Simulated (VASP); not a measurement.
The system is CuO (Tenorite).

```
CELL_PARAMETERS angstrom
2.31296 -1.69024 0.00000
2.31296 1.69024 0.00000
-0.84892 0.00000 4.99106
ATOMIC_POSITIONS crystal
Cu 0.49680 0.00320 0.50000
Cu 0.00320 0.49680 0.00000
O 0.40560 0.57140 0.75370
O 0.57140 0.40560 0.25370
```

This cell differs from its parent crystal: volume scaled by 0.96.

Base run:

| Item | Value |
| --- | --- |
| Program | VASP 6.6.1 |
| Functional | PBEsol |
| Potentials or basis | VASP PAW PBE potentials, release 64 (Cu, O) |
| Cutoff | 520 eV |
| k mesh | 10 × 10 × 5 |
| Occupations | fermi-dirac, width 0.05 eV |
| Spin | no spin polarisation |

Its results: band gap on the k mesh zero (band 17 reaches 6.36 eV, above the bottom of band 18 at 5.75 eV); pressure 5.9 GPa; largest force 0.872 eV/Å.

Q: The run is repeated on the same cell with these changes: functional from PBEsol to r2SCAN. What comes out?

A: Band gap on the k mesh zero (band 17 reaches 6.33 eV, above the bottom of band 18 at 5.73 eV); pressure 8.0 GPa; largest force 0.896 eV/Å.

Caveats: the PAW data sets were made with another functional, which shifts forces and pressure a little; semilocal functionals often make such compounds metallic where correlation or magnetic order opens a gap, which also shifts bond lengths.
